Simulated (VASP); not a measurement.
# Y (Im-3m) in VASP: a series of runs, part 2 of 2

VASP 6.6.1.

## Step 3: Single point, r2SCAN (volume scaled by 1.12)

File POSCAR:

```
Y
1.0
   -2.1137206255      2.1137206255      2.1137206255
    2.1137206255     -2.1137206255      2.1137206255
    2.1137206255      2.1137206255     -2.1137206255
Y
1
Direct
    0.0000000000      0.0000000000      0.0000000000
```

File INCAR.step1:

```
SYSTEM = Y
PREC = Accurate
ENCUT = 520
ISMEAR = -1
SIGMA = 0.1
LREAL = .FALSE.
LASPH = .TRUE.
NELM = 60
NBANDS = 12
GGA = PE
ALGO = Normal
EDIFF = 1E-4
LWAVE = .TRUE.
LCHARG = .FALSE.
```

File INCAR.step2:

```
SYSTEM = Y
PREC = Accurate
ENCUT = 520
EDIFF = 1E-6
ISMEAR = -1
SIGMA = 0.1
LREAL = .FALSE.
LASPH = .TRUE.
NELM = 60
ALGO = Normal
ISIF = 2
LWAVE = .FALSE.
LCHARG = .FALSE.
METAGGA = R2SCAN
LMIXTAU = .TRUE.
NBANDS = 12
ISTART = 1
```

File KPOINTS:

```
regular mesh
0
G
  12 12 12
  0 0 0
```

Potentials or basis: VASP PAW PBE potentials, release 64 (Y_sv).

The run is started by

```
$ cat potpaw_PBE.64/Y_sv/POTCAR > POTCAR
$ cp INCAR.step1 INCAR
$ mpirun -np 1 vasp_std > vasp.out
$ cp INCAR.step2 INCAR
$ mpirun -np 1 vasp_std > vasp.out
```

OUTCAR:

```text
SYSTEM = Y
   PREC = Accurate
   ENCUT = 520
   EDIFF = 1E-6
   ISMEAR = -1
   LREAL = .FALSE.
   LASPH = .TRUE.
   NELM = 60
   ISIF = 2
   METAGGA = R2SCAN
   ISTART = 1

 ion  position               nearest neighbor table
   1  0.000  0.000  0.000-

  LATTYP: Found a body centered cubic cell.
 ALAT       =     4.2274412510

  Lattice vectors:

 A1 = (  -2.1137206255,   2.1137206255,   2.1137206255)
 A2 = (   2.1137206255,  -2.1137206255,   2.1137206255)
 A3 = (   2.1137206255,   2.1137206255,  -2.1137206255)

Analysis of symmetry for initial positions (statically):
=====================================================================
 Subroutine PRICEL returns:
 Original cell was already a primitive cell.

 Routine SETGRP: Setting up the symmetry group for a
 body centered cubic supercell.

 Subroutine GETGRP returns: Found 48 space group operations
 (whereof 48 operations were pure point group operations)
 out of a pool of 48 trial point group operations.

The static configuration has the point symmetry O_h .

Analysis of symmetry for dynamics (positions and initial velocities):
=====================================================================
 Subroutine PRICEL returns:
 Original cell was already a primitive cell.

 Routine SETGRP: Setting up the symmetry group for a
 body centered cubic supercell.

 Subroutine GETGRP returns: Found 48 space group operations
 (whereof 48 operations were pure point group operations)
 out of a pool of 48 trial point group operations.

The dynamic configuration has the point symmetry O_h .

 Subroutine INISYM returns: Found 48 space group operations
 (whereof 48 operations are pure point group operations),
 and found     1 'primitive' translations

[... 113 lines left out ...]
  volume/ion in A,a.u.               =      37.77       254.92
  Fermi-wavevector in a.u.,A,eV,Ry     =   1.085104  2.050550 16.020198  1.177451
  Thomas-Fermi vector in A             =   2.221210
   LORBIT       =      0    0 simple, 1 ext, 2 COOP (PROOUT), +10 PAW based schemes
   METAGGA = R2SCAN    functional components
   LHFCALC =     F    Hartree Fock is set to
   AEXX    =    0.0000 exact exchange contribution
   IVDW    =     0    specifies the selected vdW correction
   LEPSILON=     F    determine dielectric tensor
   LRPA    =     F    only Hartree local field effects (RPA)
 non-spin polarized calculation
  energy-cutoff  :      520.00
  volume of cell :       37.77
 maximum number of plane-waves:      1048
   NGX = 13   NGY = 13   NGZ = 13

 number of electron      11.0000000 magnetization

 Free energy of the ion-electron system (eV)
  ---------------------------------------------------
  ext. energy  EPLUGINS =         0.00000000
  ---------------------------------------------------
  free energy    TOTEN  =       -20.16162595 eV

  energy without entropy =      -20.08456344  energy(sigma->0) =      -20.12309469

 E-fermi :   2.5010     XC(G=0):  -9.4986

 val. band max:        2.4944677245   @ k =  -0.3333   0.3333   0.2500
 cond. band min:       2.5092522613   @ k =   0.2500   0.1667   0.1667
 fundamental gap:      0.0147845367
 Fermi energy:         2.5009717858

 k-point     1 :       0.0000    0.0000    0.0000
  band No.  band energies     occupation
      1     -42.2651      2.00000
      2     -21.3674      2.00000
      3     -21.3674      2.00000
      4     -21.3674      2.00000
      5      -2.2858      2.00000
      6       4.3176      0.00000
      7       4.3176      0.00000
      8       4.3176      0.00000
      9       5.9289      0.00000
     10       5.9290      0.00000
     11      12.7059      0.00000
     12      12.7059      0.00000
[... 331 lines left out ...]
 k-point    24 :       0.4167    0.0833    0.0833
  band No.  band energies     occupation
      1     -42.2259      2.00000
      2     -21.6948      2.00000
      3     -21.4962      2.00000
      4     -21.3913      2.00000
      5       1.0252      2.00000
      6       2.6289      0.43550
      7       2.7785      0.11735
      8       6.0009      0.00000
      9       6.4358      0.00000
     10       8.2177      0.00000
     11       9.1091      0.00000
     12      10.7349      0.00000

 [... further k-points ...]

------------------------ aborting loop because EDIFF is reached ----------------------------------------

  FORCE on cell =-STRESS in cart. coord.  units (eV):
  Direction    XX          YY          ZZ          XY          YZ          ZX
  --------------------------------------------------------------------------------------
  -------------------------------------------------------------------------------------
  Total       -0.8507256     -0.8507256     -0.8507256     -0.0000000      0.0000000      0.0000000
  in kB      -36.0825595    -36.0825595    -36.0825595     -0.0000000      0.0000000      0.0000000
  external PRESSURE =     -36.0825595 kB  Pullay stress =       0.0000000 kB

 VOLUME and BASIS-vectors are now :
 -----------------------------------------------------------------------------
  energy-cutoff  :      520.00
  volume of cell :       37.77
      direct lattice vectors                 reciprocal lattice vectors
    -2.113720626  2.113720626  2.113720626     0.000000000  0.236549710  0.236549710
     2.113720626 -2.113720626  2.113720626     0.236549710  0.000000000  0.236549710
     2.113720626  2.113720626 -2.113720626     0.236549710  0.236549710  0.000000000

 POSITION                                       TOTAL-FORCE (eV/Angst)
 -----------------------------------------------------------------------------------
      0.00000      0.00000      0.00000        -0.000000     -0.000000      0.000000
 -----------------------------------------------------------------------------------
    total drift:                                0.000000     -0.000000     -0.000000

  FREE ENERGIE OF THE ION-ELECTRON SYSTEM (eV)
  ---------------------------------------------------
  free  energy   TOTEN  =       -20.1616259504 eV

  energy  without entropy=      -20.0845634391  energy(sigma->0) =      -20.12309469
```

OUTCAR.step1:

```text
SYSTEM = Y
   PREC = Accurate
   ENCUT = 520
   ISMEAR = -1
   LREAL = .FALSE.
   LASPH = .TRUE.
[... 574 lines left out ...]

 POSITION                                       TOTAL-FORCE (eV/Angst)
 -----------------------------------------------------------------------------------
      0.00000      0.00000      0.00000         0.000000      0.000000      0.000000
 -----------------------------------------------------------------------------------
    total drift:                               -0.000000     -0.000000     -0.000000

  FREE ENERGIE OF THE ION-ELECTRON SYSTEM (eV)
  ---------------------------------------------------
  free  energy   TOTEN  =        -6.2825725813 eV

  energy  without entropy=       -6.1940164966  energy(sigma->0) =       -6.23829454
```

OSZICAR.step1:

```text
N       E                     dE             d eps       ncg     rms          rms(c)
DAV:   1     0.227739741799E+02    0.22774E+02   -0.54985E+03  1728   0.814E+02
DAV:   2    -0.528840559614E+01   -0.28062E+02   -0.27361E+02  2104   0.157E+02
DAV:   3    -0.653590652338E+01   -0.12475E+01   -0.12256E+01  2492   0.210E+01
DAV:   4    -0.657100359503E+01   -0.35097E-01   -0.35073E-01  1984   0.336E+00
DAV:   5    -0.657168492832E+01   -0.68133E-03   -0.68131E-03  2348   0.396E-01    0.227E+01
DAV:   6    -0.634306105573E+01    0.22862E+00   -0.23189E-01  1852   0.318E+00    0.137E+01
DAV:   7    -0.628719902738E+01    0.55862E-01   -0.34732E-01  2008   0.375E+00    0.985E-01
DAV:   8    -0.628309904996E+01    0.41000E-02   -0.47020E-02  1952   0.163E+00    0.249E-01
DAV:   9    -0.628274183218E+01    0.35722E-03   -0.10098E-03  2092   0.275E-01    0.117E-01
DAV:  10    -0.628257473002E+01    0.16710E-03   -0.67620E-04  1872   0.193E-01    0.544E-02
DAV:  11    -0.628257258131E+01    0.21487E-05   -0.54031E-05  1024   0.654E-02
   1 F= -.62825726E+01 E0= -.62382945E+01  d E =-.885561E-01
```

Run time: 2.3 min. Hardware: 1 thread of Intel Xeon Platinum 8259CL at 2.50GHz (Skylake/Cascade Lake), shared host; peak memory 0.2 GiB.

What came out:

- Free energy: -20.1616 eV
- Pressure: -3.6 GPa

Caveat: the cell differs from its parent crystal (volume scaled by 1.12); the PAW data sets were made with another functional, which shifts forces and pressure a little.

## Step 4: Single point, r2SCAN

This run uses another cell than the first one, of 33.73 Å³/atom, 0.926 times its volume.

File POSCAR:

```
Y
1.0
   -2.0353616047      2.0353616047      2.0353616047
    2.0353616047     -2.0353616047      2.0353616047
    2.0353616047      2.0353616047     -2.0353616047
Y
1
Direct
    0.0000000000      0.0000000000      0.0000000000
```

File INCAR.step1:

```
ALGO     = Normal         # electronic algorithm
EDIFF    = 1E-4           # SCF threshold, eV
ENCUT    = 520            # plane-wave cutoff, eV
GGA      = PE             # functional
ISMEAR   = -1             # smearing method
LASPH    = True           # aspherical terms in the spheres
LCHARG   = False          # write CHGCAR
LREAL    = False          # projectors in reciprocal space
LWAVE    = True           # write WAVECAR
NBANDS   = 12             # bands
NELM     = 60             # most SCF steps
PREC     = Accurate       # precision mode
SIGMA    = 0.1            # smearing width, eV
```

File INCAR.step2:

```
ALGO     = Normal         # electronic algorithm
EDIFF    = 1E-6           # SCF threshold, eV
ENCUT    = 520            # plane-wave cutoff, eV
ISIF     = 2              # what is computed and relaxed
ISMEAR   = -1             # smearing method
ISTART   = 1            
LASPH    = True           # aspherical terms in the spheres
LCHARG   = False          # write CHGCAR
LMIXTAU  = True         
LREAL    = False          # projectors in reciprocal space
LWAVE    = False          # write WAVECAR
METAGGA  = R2SCAN         # meta-GGA
NBANDS   = 12             # bands
NELM     = 60             # most SCF steps
PREC     = Accurate       # precision mode
SIGMA    = 0.1            # smearing width, eV
```

File KPOINTS:

```
k-points
0
Gamma
  18 18 18
```

Potentials or basis: VASP PAW PBE potentials, release 64 (Y_sv).

The run is started by

```
$ cat potpaw_PBE.64/Y_sv/POTCAR > POTCAR
$ cp INCAR.step1 INCAR
$ mpirun -np 1 vasp_std > vasp.out
$ cp INCAR.step2 INCAR
$ mpirun -np 1 vasp_std > vasp.out
```

OUTCAR:

```text
EDIFF = 1E-6
   ENCUT = 520
   ISIF = 2
   ISMEAR = -1
   ISTART = 1
   LASPH = True
   LREAL = False
   METAGGA = R2SCAN
   NELM = 60
   PREC = Accurate

 ion  position               nearest neighbor table
   1  0.000  0.000  0.000-

  LATTYP: Found a body centered cubic cell.
 ALAT       =     4.0707232094

  Lattice vectors:

 A1 = (  -2.0353616047,   2.0353616047,   2.0353616047)
 A2 = (   2.0353616047,  -2.0353616047,   2.0353616047)
 A3 = (   2.0353616047,   2.0353616047,  -2.0353616047)

Analysis of symmetry for initial positions (statically):
=====================================================================
 Subroutine PRICEL returns:
 Original cell was already a primitive cell.

 Routine SETGRP: Setting up the symmetry group for a
 body centered cubic supercell.

 Subroutine GETGRP returns: Found 48 space group operations
 (whereof 48 operations were pure point group operations)
 out of a pool of 48 trial point group operations.

The static configuration has the point symmetry O_h .

Analysis of symmetry for dynamics (positions and initial velocities):
=====================================================================
 Subroutine PRICEL returns:
 Original cell was already a primitive cell.

 Routine SETGRP: Setting up the symmetry group for a
 body centered cubic supercell.

 Subroutine GETGRP returns: Found 48 space group operations
 (whereof 48 operations were pure point group operations)
 out of a pool of 48 trial point group operations.

The dynamic configuration has the point symmetry O_h .

 Subroutine INISYM returns: Found 48 space group operations
 (whereof 48 operations are pure point group operations),
 and found     1 'primitive' translations

----------------------------------------------------------------------------------------

                                     Primitive cell

[... 112 lines left out ...]
   LORBIT       =      0    0 simple, 1 ext, 2 COOP (PROOUT), +10 PAW based schemes
   METAGGA = R2SCAN    functional components
   LHFCALC =     F    Hartree Fock is set to
   AEXX    =    0.0000 exact exchange contribution
   IVDW    =     0    specifies the selected vdW correction
   LEPSILON=     F    determine dielectric tensor
   LRPA    =     F    only Hartree local field effects (RPA)
 non-spin polarized calculation
  energy-cutoff  :      520.00
  volume of cell :       33.73
 maximum number of plane-waves:       941
 NGX is ok and might be reduce to    28
   NGX = 13   NGY = 13   NGZ = 13

 number of electron      10.9999999 magnetization

 Free energy of the ion-electron system (eV)
  ---------------------------------------------------
  ext. energy  EPLUGINS =         0.00000000
  ---------------------------------------------------
  free energy    TOTEN  =       -20.21027782 eV

  energy without entropy =      -20.13825846  energy(sigma->0) =      -20.17426814

 E-fermi :   3.0582     XC(G=0):  -9.9504

 val. band max:        3.0575681342   @ k =  -0.3889   0.4444   0.1111
 cond. band min:       3.0619786658   @ k =   0.3333   0.1667   0.1111
 fundamental gap:      0.0044105316
 Fermi energy:         3.0582197969

 k-point     1 :       0.0000    0.0000    0.0000
  band No.  band energies     occupation
      1     -41.4001      2.00000
      2     -20.4510      2.00000
      3     -20.4510      2.00000
      4     -20.4510      2.00000
      5      -1.9435      2.00000
      6       5.0112      0.00000
      7       5.0112      0.00000
      8       5.0112      0.00000
      9       6.8148      0.00000
     10       6.8148      0.00000
     11      13.6524      0.00000
     12      13.6524      0.00000
[... 331 lines left out ...]
 k-point    24 :       0.3889    0.1111    0.0000
  band No.  band energies     occupation
      1     -41.3360      2.00000
      2     -20.9371      2.00000
      3     -20.6282      2.00000
      4     -20.4766      2.00000
      5       1.2313      2.00000
      6       3.3307      0.12301
      7       3.4728      0.03117
      8       6.6807      0.00000
      9       7.4394      0.00000
     10       9.0377      0.00000
     11      11.1694      0.00000
     12      12.0232      0.00000

 [... further k-points ...]

------------------------ aborting loop because EDIFF is reached ----------------------------------------

  FORCE on cell =-STRESS in cart. coord.  units (eV):
  Direction    XX          YY          ZZ          XY          YZ          ZX
  --------------------------------------------------------------------------------------
  -------------------------------------------------------------------------------------
  Total        0.0225682      0.0225682      0.0225682      0.0000000      0.0000000     -0.0000000
  in kB        1.0720672      1.0720672      1.0720672      0.0000000      0.0000000     -0.0000000
  external PRESSURE =       1.0720672 kB  Pullay stress =       0.0000000 kB

 VOLUME and BASIS-vectors are now :
 -----------------------------------------------------------------------------
  energy-cutoff  :      520.00
  volume of cell :       33.73
      direct lattice vectors                 reciprocal lattice vectors
    -2.035361605  2.035361605  2.035361605     0.000000000  0.245656594  0.245656594
     2.035361605 -2.035361605  2.035361605     0.245656594  0.000000000  0.245656594
     2.035361605  2.035361605 -2.035361605     0.245656594  0.245656594  0.000000000

 POSITION                                       TOTAL-FORCE (eV/Angst)
 -----------------------------------------------------------------------------------
      0.00000      0.00000      0.00000         0.000000     -0.000000     -0.000000
 -----------------------------------------------------------------------------------
    total drift:                                0.000000     -0.000000      0.000000

  FREE ENERGIE OF THE ION-ELECTRON SYSTEM (eV)
  ---------------------------------------------------
  free  energy   TOTEN  =       -20.2102778236 eV

  energy  without entropy=      -20.1382584644  energy(sigma->0) =      -20.17426814
```

Run time: 5.7 min. Hardware: 1 thread of Intel Xeon Platinum 8259CL at 2.50GHz (Skylake/Cascade Lake), shared host; peak memory 0.25 GiB.

What came out:

```yaml
Free_energy: -20.2103 eV
Pressure: 0.1 GPa
```

Caveat: the PAW data sets were made with another functional, which shifts forces and pressure a little.

## Step 5: Overview

```tsv
cell	k mesh	gap on the mesh (eV)	pressure (GPa)
a = 3.617 Å, angles 109.5°, 1 atom	12 × 12 × 12	none	-2.6
a = 3.661 Å, angles 109.5°, 1 atom	12 × 12 × 12	none	-3.6
a = 3.525 Å, angles 109.5°, 1 atom	18 × 18 × 18	none	0.1
```

Alike in all rows: task single point; level r2SCAN; potentials or basis VASP PAW PBE potentials, release 64 (Y_sv); no spin polarisation; cutoff (eV) 520; smearing fermi-dirac 0.1 eV.

Caveats: the PAW data sets were made with another functional, which shifts forces and pressure a little.

Total energies depend on the potentials used, so only differences within one code and one set of settings carry meaning.
